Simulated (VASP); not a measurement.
Here is a VASP 6.6.1 calculation.

Contents of INCAR:

```
SYSTEM = Al2Cu
PREC = Accurate
ENCUT = 520
EDIFF = 1E-6
ISMEAR = 0
SIGMA = 0.15
LREAL = .False.
LASPH = .True.
NELM = 60
ALGO = Fast
ISIF = 2
LWAVE = .False.
LCHARG = .False.
GGA = PS
NBANDS = 16
```

KPOINTS

```
Automatic mesh
0
Gamma
  12 12 16
  0 0 0
```

The input POSCAR:

```
Al2Cu
1.0
    3.9616470306      0.0000000000      0.0000000000
    0.0000000000      3.9616470306      0.0000000000
    0.0000000000      0.0000000000      2.8463947513
Al Cu
2 1
Direct
    0.5000000000      0.0000000000      0.5000000000
    0.0000000000      0.5000000000      0.5000000000
    0.0000000000      0.0000000000      0.0000000000
```

Potentials or basis: VASP PAW PBE potentials, release 64 (Al, Cu).

Launch:

```bash
$ cat potpaw_PBE.64/Al/POTCAR potpaw_PBE.64/Cu/POTCAR > POTCAR
$ mpirun -np 1 vasp_std > vasp.out
```

(1) Predict the pressure.

Answers

(1) 7.2 GPa.

Caveat: the cell differs from its parent crystal (strain -0.030 along x and y, +0.000 along z); the PAW data sets were made with another functional, which shifts forces and pressure a little.
